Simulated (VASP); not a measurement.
# NaF (I4/mmm) in VASP: single point with r2SCAN

Aim: the single point of NaF with r2SCAN.

Everything below comes from runs of VASP 6.6.1. Logs are shortened: lines on timing, memory, paths and dates and some standing lists are left out, and cuts for length are marked.

### Step 1. The cell of the first run

The structure is tetragonal, space group I4/mmm (No. 139). The conventional cell has a = 3.233 Å, b = 3.233 Å, c = 4.800 Å, α = 90.00°, β = 90.00°, γ = 90.00°. Na (site symmetry 4/mmm) has 6 F at 2.29 to 2.40 Å within 3.0 Å. Within 3.0 Å of F (site symmetry 4/mmm) lie 6 Na at 2.29 to 2.40 Å.

### Step 2. Single point, r2SCAN

POSCAR reads:

```
NaF
1.0
    0.0000000000      2.2858208655      2.4001119087
    2.2858208655      0.0000000000      2.4001119087
    2.2858208655      2.2858208655      0.0000000000
Na F
1 1
Direct
    0.0000000000      0.0000000000      0.0000000000
    0.5000000000      0.5000000000      0.5000000000
```

INCAR.step1 reads:

```
  ALGO = Normal
  EDIFF = 1E-4
  ENCUT = 520
  GGA = PE
  ISMEAR = 0
  LASPH = True
  LCHARG = False
  LREAL = False
  LWAVE = True
  NBANDS = 14
  NELM = 60
  PREC = Accurate
  SIGMA = 0.05
```

INCAR.step2 reads:

```
  ALGO = Normal
  EDIFF = 1E-6
  ENCUT = 520
  ISIF = 2
  ISMEAR = 0
  ISTART = 1
  LASPH = True
  LCHARG = False
  LMIXTAU = True
  LREAL = False
  LWAVE = False
  METAGGA = R2SCAN
  NBANDS = 14
  NELM = 60
  PREC = Accurate
  SIGMA = 0.05
```

KPOINTS reads:

```
k-points
0
Gamma
  10 10 10
```

Potentials or basis: VASP PAW PBE potentials, release 64 (Na_pv, F).

The run is started by

```bash
cat potpaw_PBE.64/Na_pv/POTCAR potpaw_PBE.64/F/POTCAR > POTCAR
cp INCAR.step1 INCAR
mpirun -np 1 vasp_std > vasp.out
cp INCAR.step2 INCAR
mpirun -np 1 vasp_std > vasp.out
```

OUTCAR:

```text
EDIFF = 1E-6
   ENCUT = 520
   ISIF = 2
   ISMEAR = 0
   ISTART = 1
   LASPH = True
   LREAL = False
   METAGGA = R2SCAN
   NELM = 60
   PREC = Accurate

 ion  position               nearest neighbor table
   1  0.000  0.000  0.000-   2 2.29   2 2.29   2 2.29   2 2.29
   2  0.500  0.500  0.500-   1 2.29   1 2.29   1 2.29   1 2.29

  LATTYP: Found a body centered tetragonal cell.
 ALAT       =     3.2326388691
 C/A-ratio  =     1.4849242404

  Lattice vectors:

 A1 = (  -2.2858208655,   0.0000000000,   2.4001119087)
 A2 = (   2.2858208655,   0.0000000000,   2.4001119087)
 A3 = (   0.0000000000,   2.2858208655,  -2.4001119087)

Analysis of symmetry for initial positions (statically):
=====================================================================
 Subroutine PRICEL returns:
 Original cell was already a primitive cell.

 Routine SETGRP: Setting up the symmetry group for a
 body centered tetragonal supercell.

 Subroutine GETGRP returns: Found 16 space group operations
 (whereof 16 operations were pure point group operations)
 out of a pool of 16 trial point group operations.

The static configuration has the point symmetry D_4h.

Analysis of symmetry for dynamics (positions and initial velocities):
=====================================================================
 Subroutine PRICEL returns:
 Original cell was already a primitive cell.

 Routine SETGRP: Setting up the symmetry group for a
 body centered tetragonal supercell.

 Subroutine GETGRP returns: Found 16 space group operations
 (whereof 16 operations were pure point group operations)
 out of a pool of 16 trial point group operations.

The dynamic configuration has the point symmetry D_4h.

 Subroutine INISYM returns: Found 16 space group operations
 (whereof 16 operations are pure point group operations),
 and found     1 'primitive' translations

----------------------------------------------------------------------------------------

                                     Primitive cell

  volume of cell :      25.0811

  direct lattice vectors                    reciprocal lattice vectors
     0.000000000  2.285820865  2.400111909    -0.218739800  0.218739800  0.208323619
     2.285820865  0.000000000  2.400111909     0.218739800 -0.218739800  0.208323619
     2.285820865  2.285820865  0.000000000     0.218739800  0.218739800 -0.208323619

  length of vectors
     3.314440255  3.314440255  3.232638869     0.372951647  0.372951647  0.372951647

  position of ions in fractional coordinates (direct lattice)
     0.000000000  0.000000000  0.000000000
     0.500000000  0.500000000  0.500000000

  ion indices of the primitive-cell ions
   primitive index   ion index
                 1           1
                 2           2

----------------------------------------------------------------------------------------

 KPOINTS: k-points

Automatic generation of k-mesh.
 Grid dimensions read from file:
 generate k-points for:   10   10   10

 Generating k-lattice:

  Cartesian coordinates                     Fractional coordinates (reciprocal lattice)
    -0.021873980  0.021873980  0.020832362     0.100000000  0.000000000  0.000000000
     0.021873980 -0.021873980  0.020832362     0.000000000  0.100000000  0.000000000
     0.021873980  0.021873980 -0.020832362    -0.000000000 -0.000000000  0.100000000

  Length of vectors
     0.037295165  0.037295165  0.037295165

  Shift w.r.t. Gamma in fractional coordinates (k-lattice)
     0.000000000  0.000000000  0.000000000

 Subroutine IBZKPT returns following result:
 ===========================================

 Found    102 irreducible k-points:

 Following reciprocal coordinates:
            Coordinates               Weight
  0.000000  0.000000  0.000000      1.000000
  0.100000  0.000000  0.000000      8.000000
  0.200000  0.000000  0.000000      8.000000
  0.300000  0.000000  0.000000      8.000000
  0.400000  0.000000  0.000000      8.000000
  0.500000  0.000000  0.000000      4.000000
[... 16 lines left out ...]
  0.300000  0.300000  0.000000      2.000000
  0.400000  0.300000  0.000000      8.000000
 [... further k-points ...]
   k-points           NKPTS =    102   k-points in BZ     NKDIM =    102   number of bands    NBANDS=     14
   number of dos      NEDOS =    301   number of ions     NIONS =      2
   total plane-waves  NPLWV =  18816
   dimension x,y,z NGX =    28 NGY =   28 NGZ =   24
   dimension x,y,z NGXF=    56 NGYF=   56 NGZF=   48
   ions per type =               1   1
   NGX,Y,Z   is equivalent  to a cutoff of  14.04, 14.04, 12.34 a.u.
   NGXF,Y,Z  is equivalent  to a cutoff of  28.09, 28.09, 24.69 a.u.
 SYSTEM =  unknown system
   PREC   = accura    normal or accurate (medium, high low for compatibility)
   ISTART =      1    job   : 0-new  1-cont  2-samecut
   ICHARG =      0    charge: 1-file 2-atom 10-const
   ISPIN  =      1    spin polarized calculation?
   LNONCOLLINEAR =      F non collinear calculations
   LSORBIT =      F    spin-orbit coupling
   LASPH  =      T    aspherical Exc in radial PAW
   ENCUT  =  520.0 eV  38.22 Ry    6.18 a.u.   6.16  6.16  6.01*2*pi/ulx,y,z
   NELM   =     60;   NELMIN=  2; NELMDL=  0     # of ELM steps
   EDIFF  = 0.1E-05   stopping-criterion for ELM
   LREAL  =      F    real-space projection
   EDIFFG = 0.1E-04   stopping-criterion for IOM
   NSW    =      0    number of steps for IOM
   IBRION =     -1    ionic relax: 0-MD 1-quasi-New 2-CG
   NFREE  =      0    steps in history (QN), initial steepest desc. (CG)
   ISIF   =      2    stress and relaxation
   ISYM   =      2    0-nonsym 1-usesym 2-fastsym
   POTIM  = 0.5000    time-step for ionic-motion
   TEBEG  =    0.0;   TEEND  =   0.0 temperature during run
   PSTRESS=    0.0 pullay stress
   NELECT =      14.0000    total number of electrons
   NUPDOWN=      -1.0000    fix difference up-down
   EMIN   =  10.00;   EMAX   =-10.00  energy-range for DOS
   EFERMI =   0.00;   METHOD = LEGACY
   ISMEAR =     0;   SIGMA  =   0.05  broadening in eV -4-tet -1-fermi 0-gaus
   EFERMI_NEDOS =   21; number of points for ismear=-14 and -15
   IALGO  =     38    algorithm
   IMIX   =      4    mixing-type and parameters
     AMIX     =   0.40;   BMIX     =  1.00
     AMIX_MAG =   1.60;   BMIX_MAG =  1.00
  volume/ion in A,a.u.               =      12.54        84.63
  Fermi-wavevector in a.u.,A,eV,Ry     =   1.347935  2.547227 24.720809  1.816928
  Thomas-Fermi vector in A             =   2.475645
   LORBIT       =      0    0 simple, 1 ext, 2 COOP (PROOUT), +10 PAW based schemes
   METAGGA = R2SCAN    functional components
   LHFCALC =     F    Hartree Fock is set to
   AEXX    =    0.0000 exact exchange contribution
   IVDW    =     0    specifies the selected vdW correction
   LEPSILON=     F    determine dielectric tensor
   LRPA    =     F    only Hartree local field effects (RPA)
 non-spin polarized calculation
 Gauss-broadening in eV      SIGMA  =   0.05
  energy-cutoff  :      520.00
  volume of cell :       25.08
 maximum number of plane-waves:       688
 NGX is ok and might be reduce to    28
   NGX = 13   NGY = 13   NGZ = 13

 number of electron      14.0000002 magnetization

 Free energy of the ion-electron system (eV)
  ---------------------------------------------------
  ext. energy  EPLUGINS =         0.00000000
  ---------------------------------------------------
  free energy    TOTEN  =       -12.58713163 eV

  energy without entropy =      -12.58713163  energy(sigma->0) =      -12.58713163

 E-fermi :  -2.5602     XC(G=0):  -9.7275

 val. band max:       -2.7591897401   @ k =   0.0000   0.0000   0.0000
 cond. band min:       4.3583275654   @ k =   0.0000   0.0000   0.0000
 fundamental gap:      7.1175173055
 Fermi energy:        -2.5601702678

 k-point     1 :       0.0000    0.0000    0.0000
  band No.  band energies     occupation
      1     -23.0451      2.00000
      2     -22.2868      2.00000
      3     -22.2694      2.00000
      4     -22.2690      2.00000
      5      -2.7623      2.00000
      6      -2.7593      2.00000
      7      -2.7592      2.00000
      8       4.3583      0.00000
      9      16.7615      0.00000
     10      17.0993      0.00000
     11      17.0994      0.00000
     12      19.6165      0.00000
     13      21.5291      0.00000
     14      22.9293      0.00000

 k-point     2 :       0.1000    0.0000    0.0000
  band No.  band energies     occupation
      1     -23.1032      2.00000
      2     -22.2854      2.00000
      3     -22.2698      2.00000
      4     -22.2016      2.00000
      5      -2.9444      2.00000
      6      -2.7888      2.00000
      7      -2.7830      2.00000
      8       4.7095      0.00000
      9      15.6596      0.00000
     10      17.0314      0.00000
     11      17.2831      0.00000
     12      21.1534      0.00000
     13      21.2574      0.00000
     14      22.5630      0.00000

 k-point     3 :       0.2000    0.0000    0.0000
  band No.  band energies     occupation
      1     -23.2232      2.00000
      2     -22.2893      2.00000
      3     -22.2710      2.00000
      4     -22.0493      2.00000
      5      -3.3762      2.00000
      6      -2.8600      2.00000
      7      -2.8446      2.00000
      8       5.6260      0.00000
      9      13.9159      0.00000
     10      17.4354      0.00000
     11      17.7814      0.00000
     12      20.7377      0.00000
     13      21.9185      0.00000
     14      22.7119      0.00000
[... 324 lines left out ...]
 k-point    23 :       0.3000    0.3000    0.0000
  band No.  band energies     occupation
      1     -23.0793      2.00000
      2     -22.2965      2.00000
      3     -22.2961      2.00000
      4     -22.1737      2.00000
      5      -3.7897      2.00000
      6      -2.9930      2.00000
      7      -2.9930      2.00000
      8       7.5341      0.00000
      9      12.4879      0.00000
     10      15.7541      0.00000
     11      18.1422      0.00000
     12      18.1423      0.00000
     13      23.6831      0.00000
     14      25.0104      0.00000

 k-point    24 :       0.4000    0.3000    0.0000
  band No.  band energies     occupation
      1     -23.0673      2.00000
      2     -22.3248      2.00000
      3     -22.3002      2.00000
      4     -22.1503      2.00000
      5      -3.9122      2.00000
      6      -3.1054      2.00000
      7      -3.0403      2.00000
      8       8.5196      0.00000
      9      11.9902      0.00000
     10      14.7052      0.00000
     11      18.1868      0.00000
     12      18.3825      0.00000
     13      23.5616      0.00000
     14      25.3211      0.00000

 [... further k-points ...]
[... 5 lines left out ...]
  --------------------------------------------------------------------------------------
  -------------------------------------------------------------------------------------
  Total       -0.1068178     -0.1068178     -0.6891610      0.0000000      0.0000000     -0.0000000
  in kB       -6.8235148     -6.8235148    -44.0235863      0.0000000      0.0000000     -0.0000000
  external PRESSURE =     -19.2235386 kB  Pullay stress =       0.0000000 kB

 VOLUME and BASIS-vectors are now :
 -----------------------------------------------------------------------------
  energy-cutoff  :      520.00
  volume of cell :       25.08
      direct lattice vectors                 reciprocal lattice vectors
     0.000000000  2.285820865  2.400111909    -0.218739800  0.218739800  0.208323619
     2.285820865  0.000000000  2.400111909     0.218739800 -0.218739800  0.208323619
     2.285820865  2.285820865  0.000000000     0.218739800  0.218739800 -0.208323619

 POSITION                                       TOTAL-FORCE (eV/Angst)
 -----------------------------------------------------------------------------------
      0.00000      0.00000      0.00000        -0.000000      0.000000      0.000000
      2.28582      2.28582      2.40011         0.000000     -0.000000      0.000000
 -----------------------------------------------------------------------------------
    total drift:                                0.000000      0.000000      0.000000

  FREE ENERGIE OF THE ION-ELECTRON SYSTEM (eV)
  ---------------------------------------------------
  free  energy   TOTEN  =       -12.5871316256 eV

  energy  without entropy=      -12.5871316256  energy(sigma->0) =      -12.58713163
```

Wall time 71 s (1 thread of Intel Xeon 6975P-C (Granite Rapids), shared host); peak memory 0.16 GiB.

Results:

```yaml
Free_energy: -12.5871 eV
Pressure: -1.9 GPa
Band_gap_on_the_k_mesh: 7.12 eV
```

Levels at points of the mesh, in eV from the valence-band top:
```tsv
k point	band 4	band 5	band 6	band 7	band 8	band 9	band 10	band 11
(0.00, 0.00, 0.00)	-19.51	0.00	0.00	0.00	7.12	19.52	19.86	19.86
(0.50, 0.00, 0.00)	-18.98	-1.53	-0.28	-0.24	11.57	13.33	20.89	21.80
(0.50, 0.50, 0.00)	-19.55	-1.30	-0.35	-0.35	13.55	14.22	14.66	21.38
(0.50, 0.00, 0.50)	-19.57	-1.22	-0.46	-0.39	13.74	14.21	14.81	20.56
```

Caveat: the PAW data sets were made with another functional, which shifts forces and pressure a little. A k mesh can miss the band edges.
